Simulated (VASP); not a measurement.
LiTaSe2:

```
Li Ta Se
1.0
     3.54734    0.00000    0.00000
    -1.77367    3.07208    0.00000
     0.00000    0.00000    6.83720
Li Ta Se
1 1 2
Direct
  0.00000 0.00000 0.50000
  0.00000 0.00000 0.00000
  0.33333 0.66667 0.24518
  0.66667 0.33333 0.75482
```

```yaml
Program: VASP 6.6.1
Task: relaxation of cell and atoms
Functional: PBEsol
Potentials_or_basis: VASP PAW PBE potentials, release 64 (Li_sv, Ta_pv, Se)
Cutoff: 600 eV
k_mesh: 7 × 7 × 4
Occupations: methfessel-paxton, width 0.05 eV
Spin: no spin polarisation
```

At the start: pressure -4.2 GPa; volume 18.63 Å³/atom.

Question: How do energy, volume and symmetry change on relaxing?

Answer: Over 5 steps the energy falls by 10.9 meV/atom and the volume is 17.80 Å³/atom (-4.4 %); space group P-3m1 (No. 164, to 0.05 Å).

The path:
| step | energy change (eV) | largest force (eV/Å) | pressure (GPa) | volume (Å³) |
| --- | --- | --- | --- | --- |
| 1 | 0.0000 | 0.3290 | -4.20 | 74.51 |
| 2 | -0.0036 | 0.6618 | 4.28 | 69.36 |
| 3 | -0.0398 | 0.1494 | -0.16 | 71.80 |
| 4 | -0.0426 | 0.0819 | -0.11 | 71.53 |
| 5 | -0.0438 | 0.0048 | -0.04 | 71.21 |

Final structure:
```cif
data_structure
_symmetry_space_group_name_H-M 'P 1'
_symmetry_Int_Tables_number 1
_cell_length_a 3.4811
_cell_length_b 3.4811
_cell_length_c 6.7850
_cell_angle_alpha 90.000
_cell_angle_beta 90.000
_cell_angle_gamma 120.000
_cell_volume 71.21
loop_
_atom_site_label
_atom_site_type_symbol
_atom_site_fract_x
_atom_site_fract_y
_atom_site_fract_z
_atom_site_occupancy
Li1 Li 0.00000 0.00000 0.50000 1
Ta1 Ta 0.00000 0.00000 0.00000 1
Se1 Se 0.33333 0.66667 0.24598 1
Se2 Se 0.66667 0.33333 0.75402 1
```

Caveat: the cutoff is under 1.25 times the usual one of these potentials, so pressure, stress and relaxed cells hold a basis-set (Pulay) error; the PAW data sets were made with another functional, which shifts forces and pressure a little.
